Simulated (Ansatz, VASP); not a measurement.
Given: the input of a run of VASP 6.6.1 on TaN.

File POSCAR:

```
TaN
1.0
    2.9956224723      0.0000000000      0.0000000000
   -1.4978112361      2.5942851611      0.0000000000
    0.0000000000      0.0000000000      2.9395437670
Ta N
1 1
Direct
    0.0000000000      0.0000000000      0.5000000000
    0.6666666667      0.3333333333      0.0000000000
```

The input INCAR.step1:

```
PREC = Accurate
ENCUT = 520
EDIFF = 1E-5
ISMEAR = -1
SIGMA = 0.05
LREAL = False
LASPH = True
NELM = 100
ALGO = Normal
ISIF = 2
LWAVE = True
LCHARG = False
GGA = PE
NBANDS = 15
```

The input INCAR.step2:

```
PREC = Accurate
ENCUT = 520
EDIFF = 1E-6
ISMEAR = -1
SIGMA = 0.05
LREAL = False
LASPH = True
NELM = 100
ALGO = Normal
ISIF = 2
LWAVE = False
LCHARG = False
GGA = PE
LHFCALC = True
AEXX = 0.25
PRECFOCK = Normal
ISTART = 1
NBANDS = 15
```

Contents of KPOINTS:

```
Automatic mesh
0
Gamma
  6 6 4
```

Potentials or basis: VASP PAW PBE potentials, release 64 (Ta_pv, N).

Run with:

```sh
$ cat potpaw_PBE.64/Ta_pv/POTCAR potpaw_PBE.64/N/POTCAR > POTCAR
$ cp INCAR.step1 INCAR
$ mpirun -np 1 vasp_std > vasp.out
$ cp INCAR.step2 INCAR
$ mpirun -np 1 vasp_std > vasp.out
```

Q: Set up the same calculation for Ansatz 0.2.0. Potentials there: Ansatz PAW.

A: As run (the cutoff follows the program's own potentials):

Contents of input.yaml:

```yaml
crystal:
  lattice:
    - [2.9956224723, 0.0, 0.0]
    - [-1.4978112361, 2.5942851611, 0.0]
    - [0.0, 0.0, 2.939543767]
  atoms:
    - { symbol: Ta, position: [0.0, 0.0, 0.5] }
    - { symbol: "N", position: [0.6666666667, 0.3333333333, 0.0] }
hamiltonian:
  xc: pbe0
  pseudopotentials: { kind: paw }
kpoints:
  mp_grid: { grid: [6, 6, 4] }
scf:
  occupations: { method: fermi_dirac, width: 0.05 }
output:
  forces: true
  stress: true
  eigenvalues: true
```

Potentials or basis: Ansatz PAW.

Launch:

```bash
$ ansatz run input.yaml --threads 2 --pin off --max-ram 5632MiB --backend cpu --events-out ev --progress --plain --runs-dir out
```

Both were run:

|  | VASP | Ansatz | Ansatz less VASP |
| --- | --- | --- | --- |
| gap on the k mesh at the Fermi level (eV) | none | none | - |
| pressure (GPa) | -22.3 | -21.6 | +0.73 |
| traceless stress, the component that is largest in VASP (GPa) | 0.87 | 0.79 | -0.079 |

A gap of «none» marks a metal or a gap that the smearing closes. With one functional, cell and mesh, what is left measures potentials, basis and numerics. VASP's potentials hold 16 valence electrons a cell and Ansatz's 18, so a difference there can come from the potentials and not from the codes.

The k mesh is coarse, so the values compare programs but aren't converged. Neither program's run includes spin-orbit coupling.
